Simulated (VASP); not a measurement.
# Ca (P6_3/mmc) in VASP: a series of runs, part 2 of 2

VASP 6.6.1.

## (3) Relaxation of cell and atoms, PBEsol, target pressure 20 GPa, at which the enthalpy is minimised

File INCAR:

```
  PREC = Accurate
  ENCUT = 600
  EDIFF = 1E-6
  ISMEAR = -1
  SIGMA = 0.05
  LREAL = F
  LASPH = T
  NELM = 100
  ALGO = Normal
  ISIF = 3
  LWAVE = F
  LCHARG = F
  GGA = PS
  IBRION = 2
  NSW = 60
  EDIFFG = -0.01
  PSTRESS = 200.0
```

File KPOINTS:

```
regular mesh
0
Gamma
  8 8 4
```

File POSCAR:

```
Ca
1.0
    3.9800000000      0.0000000000      0.0000000000
   -1.9900000000      3.4467811071      0.0000000000
    0.0000000000      0.0000000000      6.5200000000
Ca
2
Direct
    0.6666666667      0.3333333333      0.7500000000
    0.3333333333      0.6666666667      0.2500000000
```

Potentials or basis: VASP PAW PBE potentials, release 64 (Ca_sv).

Launch:

```bash
$ cat potpaw_PBE.64/Ca_sv/POTCAR > POTCAR
$ mpirun -np 1 vasp_std > vasp.out
```

OUTCAR:

```text
PREC = Accurate
   ENCUT = 600
   EDIFF = 1E-6
   ISMEAR = -1
   LREAL = F
   LASPH = T
   NELM = 100
   ISIF = 3
   GGA = PS
   IBRION = 2
   NSW = 60
   EDIFFG = -0.01
   PSTRESS = 200.0

 ion  position               nearest neighbor table
   1  0.667  0.333  0.750-
   2  0.333  0.667  0.250-

  LATTYP: Found a hexagonal cell.
 ALAT       =     3.9800000000
 C/A-ratio  =     1.6381909548

  Lattice vectors:

 A1 = (   3.9800000000,   0.0000000000,   0.0000000000)
 A2 = (  -1.9900000000,   3.4467811071,   0.0000000000)
 A3 = (   0.0000000000,   0.0000000000,   6.5200000000)

Analysis of symmetry for initial positions (statically):
=====================================================================
 Subroutine PRICEL returns:
 Original cell was already a primitive cell.

 Routine SETGRP: Setting up the symmetry group for a
 hexagonal supercell.

 Subroutine GETGRP returns: Found 24 space group operations
 (whereof 12 operations were pure point group operations)
 out of a pool of 24 trial point group operations.

The static configuration has the point symmetry D_3d.
 The point group associated with its full space group is D_6h.

Analysis of symmetry for dynamics (positions and initial velocities):
=====================================================================
 Subroutine PRICEL returns:
 Original cell was already a primitive cell.

 Routine SETGRP: Setting up the symmetry group for a
 hexagonal supercell.

 Subroutine GETGRP returns: Found 24 space group operations
 (whereof 12 operations were pure point group operations)
 out of a pool of 24 trial point group operations.

The dynamic configuration has the point symmetry D_3d.
 The point group associated with its full space group is D_6h.

 Subroutine INISYM returns: Found 24 space group operations
 (whereof 12 operations are pure point group operations),
 and found     1 'primitive' translations

[... 93 lines left out ...]
   NELM   =    100;   NELMIN=  2; NELMDL= -5     # of ELM steps
   EDIFF  = 0.1E-05   stopping-criterion for ELM
   LREAL  =      F    real-space projection
   EDIFFG = -.1E-01   stopping-criterion for IOM
   NSW    =     60    number of steps for IOM
   IBRION =      2    ionic relax: 0-MD 1-quasi-New 2-CG
   NFREE  =      1    steps in history (QN), initial steepest desc. (CG)
   ISIF   =      3    stress and relaxation
   ISYM   =      2    0-nonsym 1-usesym 2-fastsym
   POTIM  = 0.5000    time-step for ionic-motion
   TEBEG  =    0.0;   TEEND  =   0.0 temperature during run
   PSTRESS=  200.0 pullay stress
   NELECT =      20.0000    total number of electrons
   NUPDOWN=      -1.0000    fix difference up-down
   EMIN   =  10.00;   EMAX   =-10.00  energy-range for DOS
   EFERMI =   0.00;   METHOD = LEGACY
   ISMEAR =    -1;   SIGMA  =   0.05  broadening in eV -4-tet -1-fermi 0-gaus
   EFERMI_NEDOS =   21; number of points for ismear=-14 and -15
   IALGO  =     38    algorithm
   IMIX   =      4    mixing-type and parameters
     AMIX     =   0.40;   BMIX     =  1.00
     AMIX_MAG =   1.60;   BMIX_MAG =  1.00
  volume/ion in A,a.u.               =      44.72       301.79
  Fermi-wavevector in a.u.,A,eV,Ry     =   0.993657  1.877740 13.433783  0.987355
  Thomas-Fermi vector in A             =   2.125555
   LORBIT       =      0    0 simple, 1 ext, 2 COOP (PROOUT), +10 PAW based schemes
   GGA     = PS    functional components
   LHFCALC =     F    Hartree Fock is set to
   AEXX    =    0.0000 exact exchange contribution
   IVDW    =     0    specifies the selected vdW correction
   LEPSILON=     F    determine dielectric tensor
   LRPA    =     F    only Hartree local field effects (RPA)
 conjugate gradient relaxation of ions
 non-spin polarized calculation
  energy-cutoff  :      600.00
  volume of cell :       89.44
 maximum number of plane-waves:      3016
 NGX is ok and might be reduce to    32
   NGX = 15   NGY = 15   NGZ = 27

--------------------------------------- Ionic step        1  -------------------------------------------

 number of electron      20.0000003 magnetization

 Free energy of the ion-electron system (eV)
  ---------------------------------------------------
  ext. energy  EPLUGINS =         0.00000000
  ---------------------------------------------------
  free energy    TOTEN  =        -4.23739714 eV

  energy without entropy =       -4.22099583  energy(sigma->0) =       -4.22919649

 E-fermi :   1.7012     XC(G=0):  -7.6284

 val. band max:        1.6124312568   @ k =   0.3750   0.2500   0.5000
 cond. band min:       1.7497084597   @ k =   0.2500   0.1250   0.0000
 fundamental gap:      0.1372772029
 Fermi energy:         1.7011602292
[... 934 lines left out ...]
  energy  without entropy=       -2.8243599349  energy(sigma->0) =       -2.83226078

  enthalpy is  TOTEN    =         3.2400439055 eV   P V=        6.0802055382

[... ionic steps 4 to 8 ...]

--------------------------------------- Ionic step        9  -------------------------------------------

 number of electron      20.0000001 magnetization

------------------------ aborting loop because EDIFF is reached ----------------------------------------
[... 71 lines left out ...]
--------------------------------------- Ionic step       11  -------------------------------------------

 number of electron      20.0000001 magnetization

 Free energy of the ion-electron system (eV)
  ---------------------------------------------------
  ext. energy  EPLUGINS =         0.00000000
  ---------------------------------------------------
  free energy    TOTEN  =        -2.74377171 eV

  energy without entropy =       -2.72865910  energy(sigma->0) =       -2.73621541

 E-fermi :   4.5542     XC(G=0):  -9.8521

 val. band max:        4.5048457860   @ k =   0.3750   0.2500   0.0000
 cond. band min:       4.5798729096   @ k =   0.2500   0.1250   0.0000
 fundamental gap:      0.0750271235
 Fermi energy:         4.5542185275
[... 441 lines left out ...]
  energy  without entropy=       -2.7286591010  energy(sigma->0) =       -2.73621541

  enthalpy is  TOTEN    =         3.2361539408 eV   P V=        5.9799256534

 reached required accuracy - stopping structural energy minimisation
```

OSZICAR:

```text
N       E                     dE             d eps       ncg     rms          rms(c)
DAV:   1     0.185152605802E+03    0.18515E+03   -0.10885E+04   840   0.142E+03
DAV:   2     0.529632558982E+01   -0.17986E+03   -0.17854E+03   924   0.382E+02
DAV:   3    -0.380499018134E+01   -0.91013E+01   -0.90513E+01  1674   0.652E+01
DAV:   4    -0.422835982883E+01   -0.42337E+00   -0.42289E+00  1116   0.132E+01
[... 103 lines left out ...]
DAV:   2    -0.274384292773E+01    0.18808E-03   -0.47319E-04   936   0.253E-01    0.552E-02
DAV:   3    -0.274377480684E+01    0.68121E-04   -0.30957E-04  1416   0.160E-01    0.172E-02
DAV:   4    -0.274377343445E+01    0.13724E-05   -0.12649E-05   972   0.375E-02    0.125E-02
DAV:   5    -0.274377230114E+01    0.11333E-05   -0.32040E-06   650   0.212E-02    0.217E-03
DAV:   6    -0.274377171258E+01    0.58856E-06   -0.61639E-07   420   0.114E-02
  11 F= 0.32361539E+01 E0= 0.32437102E+01  d E =-.500400E-03
```

CONTCAR:

```text
Ca
   1.00000000000000
     3.2135005761042459   -0.0000000000000000    0.0000000000000000
    -1.6067502880521229    2.7829731340375905    0.0000000000000000
     0.0000000000000000    0.0000000000000000    5.3565970202295174
  Ca
     2
Direct
     0.6666666667000030    0.3333333332999970    0.7500000000000000
     0.3333333332999970    0.6666666667000030    0.2500000000000000

  0.00000000E+00  0.00000000E+00  0.00000000E+00
  0.00000000E+00  0.00000000E+00  0.00000000E+00
```

It took 5.7 min on 1 thread of Intel Xeon 8259CL, shared host; peak memory 0.25 GiB.

Results:

- Free energy: -2.7438 eV
- Relaxed volume: 23.95 Å³/atom
- Relaxed cell: a = 3.214 Å, b = 3.214 Å, c = 5.357 Å, α = 90.00°, β = 90.00°, γ = 120.00°
- Space group after relaxing (to 0.1 Å): P6_3/mmc (No. 194)
- Energy change on relaxing (the run minimises the enthalpy): +746.8 meV/atom
- Ionic steps: 11
- Pressure after relaxing: 20.0 GPa
- Band gap on the k mesh: zero (bands 10 and 11 overlap by 0.36 eV)

The path:
| step | energy change (eV) | largest force (eV/Å) | pressure (GPa) | volume (Å³) |
| --- | --- | --- | --- | --- |
| 1 | 0.0000 | 0.0000 | -1.40 | 89.44 |
| 2 | 4.9402 | 0.0000 | 55.93 | 32.26 |
| 3 | 1.3972 | 0.0000 | 19.06 | 48.71 |
| 4 | 1.4842 | 0.0000 | 19.95 | 47.99 |
| 5 | 1.5682 | 0.0000 | 20.83 | 47.33 |
| 6 | 1.4675 | 0.0000 | 19.76 | 48.12 |
| 7 | 1.4749 | 0.0000 | 19.83 | 48.06 |
| 8 | 1.4855 | 0.0000 | 19.93 | 47.97 |
| 9 | 1.4896 | 0.0000 | 19.95 | 47.94 |
| 10 | 1.4981 | 0.0000 | 20.04 | 47.87 |
| 11 | 1.4936 | 0.0000 | 20.01 | 47.90 |

Final structure:
```
Ca
1.0
     3.21350    0.00000    0.00000
    -1.60675    2.78297    0.00000
     0.00000    0.00000    5.35660
Ca
2
Cartesian
  1.6067 0.9277 4.0174
  0.0000 1.8553 1.3391
```

Caveat: the cell is relaxed towards a set pressure, so the run minimises the enthalpy, not the energy; the volume moved by over 15 % at a fixed basis, so the end points are rough; the PAW data sets were made with another functional, which shifts forces and pressure a little.

## (4) Relaxation of cell and atoms, PBEsol, target pressure 30 GPa, at which the enthalpy is minimised

File INCAR:

```
PREC = Accurate
ENCUT = 600
EDIFF = 1E-6
ISMEAR = -1
SIGMA = 0.05
LREAL = False
LASPH = True
NELM = 100
ALGO = Normal
ISIF = 3
LWAVE = False
LCHARG = False
GGA = PS
IBRION = 2
NSW = 60
EDIFFG = -0.01
PSTRESS = 300.0
```

File KPOINTS:

```
Automatic mesh
0
Gamma
  8 8 4
```

POSCAR is that of step 3.

Launch:

```bash
$ cat potpaw_PBE.64/Ca_sv/POTCAR > POTCAR
$ mpirun -np 1 vasp_std > vasp.out
```

Wall time 5.2 min (1 thread of Intel Xeon 8259CL, shared host); peak memory 0.27 GiB.

Results (log left out):

```
Free energy                                                : -1.8126 eV
Relaxed volume                                             : 20.92 Å³/atom
Relaxed cell                                               : a = 3.062 Å, b = 3.062 Å, c = 5.153 Å, α = 90.00°, β = 90.00°, γ = 120.00°
Space group after relaxing (to 0.1 Å)                      : P6_3/mmc (No. 194)
Energy change on relaxing (the run minimises the enthalpy) : +1212.4 meV/atom
Ionic steps                                                : 10
Pressure after relaxing                                    : 30.0 GPa
Band gap on the k mesh                                     : zero (bands 10 and 11 overlap by 0.74 eV)
```

The path:
| step | energy change (eV) | largest force (eV/Å) | pressure (GPa) | volume (Å³) |
| --- | --- | --- | --- | --- |
| 1 | 0.0000 | 0.0000 | -1.40 | 89.44 |
| 2 | 14.8229 | 0.0000 | 222.40 | 17.19 |
| 3 | 1.8565 | 0.0000 | 23.86 | 45.26 |
| 4 | 2.3225 | 0.0000 | 28.87 | 42.42 |
| 5 | 2.4544 | 0.0000 | 30.28 | 41.71 |
| 6 | 2.4531 | 0.0000 | 30.30 | 41.70 |
| 7 | 2.4540 | 0.0000 | 30.32 | 41.69 |
| 8 | 2.4546 | 0.0000 | 30.32 | 41.68 |
| 9 | 2.4010 | 0.0000 | 29.73 | 41.97 |
| 10 | 2.4248 | 0.0000 | 30.00 | 41.84 |

Final structure:
```xyz
2
Lattice="3.0620 0.0000 0.0000 -1.5310 2.6517 0.0000 0.0000 0.0000 5.1534" Properties=species:S:1:pos:R:3 pbc="T T T"
Ca    1.5310    0.8839    3.8651
Ca    0.0000    1.7678    1.2884
```

Levels at points of the mesh, in eV from the Fermi level:
```tsv
k point	band 7	band 8	band 9	band 10	band 11	band 12	band 13	band 14
(0.00, 0.00, 0.00)	-20.97	-20.97	-4.67	-1.35	1.54	2.90	3.18	3.18
(0.50, 0.00, 0.00)	-21.24	-21.16	-0.88	-0.78	-0.58	1.16	2.34	3.11
(0.00, 0.00, 0.50)	-21.04	-21.04	-2.93	-2.93	1.74	1.74	3.20	3.20
(0.50, 0.00, 0.50)	-21.29	-21.29	-1.28	-1.28	0.77	0.77	2.87	2.87
```

Caveat: the cell is relaxed towards a set pressure, so the run minimises the enthalpy, not the energy; the volume moved by over 15 % at a fixed basis, so the end points are rough; the PAW data sets were made with another functional, which shifts forces and pressure a little.

## (5) Summary

| cell | gap on the mesh (eV) | pressure (GPa) |
| --- | --- | --- |
| relaxed to 10 GPa | none | 10.0 |
| relaxed to 20 GPa | none | 20.0 |
| relaxed to 30 GPa | none | 30.0 |

Alike in all rows: task relaxation of cell and atoms; level PBEsol; potentials or basis VASP PAW PBE potentials, release 64 (Ca_sv); no spin polarisation; k mesh 8 × 8 × 4; cutoff (eV) 600; smearing fermi-dirac 0.05 eV.

Caveats: the cell is relaxed towards a set pressure, so the run minimises the enthalpy, not the energy; the volume moved by over 15 % at a fixed basis, so the end points are rough; the PAW data sets were made with another functional, which shifts forces and pressure a little.

Absolute energies hang on the potentials; compare differences alone.
